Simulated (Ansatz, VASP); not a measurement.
**InP: VASP beside Ansatz**

Contents of INCAR:

```
SYSTEM = InP
  PREC = Accurate
  ENCUT = 520
  EDIFF = 1E-6
  ISMEAR = -1
  SIGMA = 0.02
  LREAL = .FALSE.
  LASPH = .TRUE.
  NELM = 60
  ALGO = Normal
  ISIF = 2
  LWAVE = .FALSE.
  LCHARG = .FALSE.
  GGA = PE
  NBANDS = 16
```

File KPOINTS:

```
Automatic mesh
0
G
  8 8 8
  0 0 0
```

The input POSCAR:

```
InP
1.0
    0.0000000000      2.9538133435      2.9939852050
    2.9538133435      0.0000000000      2.9939852050
    2.9538133435      2.9538133435      0.0000000000
In P
1 1
Direct
    0.0000000000      0.0000000000      0.0000000000
    0.2500000000      0.2500000000      0.2500000000
```

Input for Ansatz:

```yaml
crystal:
  lattice:
    - [0.0, 2.9538133435, 2.993985205]
    - [2.9538133435, 0.0, 2.993985205]
    - [2.9538133435, 2.9538133435, 0.0]
  atoms:
    - { symbol: In, position: [0.0, 0.0, 0.0] }
    - { symbol: P, position: [0.25, 0.25, 0.25] }
kpoints:
  mp_grid: { grid: [8, 8, 8] }
  band_path:
    path:
      - [0.0, 0.0, 0.0]
      - [-0.5, -0.5, 0.0]
      - [-0.375, -0.375, 0.25]
      - [-0.375, 0.0, 0.375]
      - [0.0, 0.0, 0.5]
      - [-0.5, -0.25, 0.25]
    npoints: 1
hamiltonian:
  xc: pbe
scf:
  occupations: { method: fermi_dirac, width: 0.02 }
  n_extra_bands: 4
output:
  forces: true
  stress: true
  eigenvalues: true
  write_density: true
  write_potential: true
  elf: true
  volumetric_format: npy
```

Change from the starting cell: uniaxial_z strain +1.4%.

Alike in both runs: task single point; functional PBE; k mesh 8 × 8 × 8; occupations fermi-dirac, width 0.02 eV; no spin polarisation.

|  | VASP | Ansatz |
| --- | --- | --- |
| version | VASP 6.6.1 | Ansatz 0.2.0 |
| potentials or method | VASP PAW PBE potentials, release 64 (In_d, P) | plane waves, PAW |
| plane-wave cutoff (eV) | 520 | 420 |
| valence electrons in the cell | 18 | 18 |

```csv
,VASP,Ansatz,Ansatz less VASP
pressure (GPa),0.7,0.8,+0.05
"traceless stress, the component that is largest in VASP (GPa)",-0.38,-0.38,+0.001
```
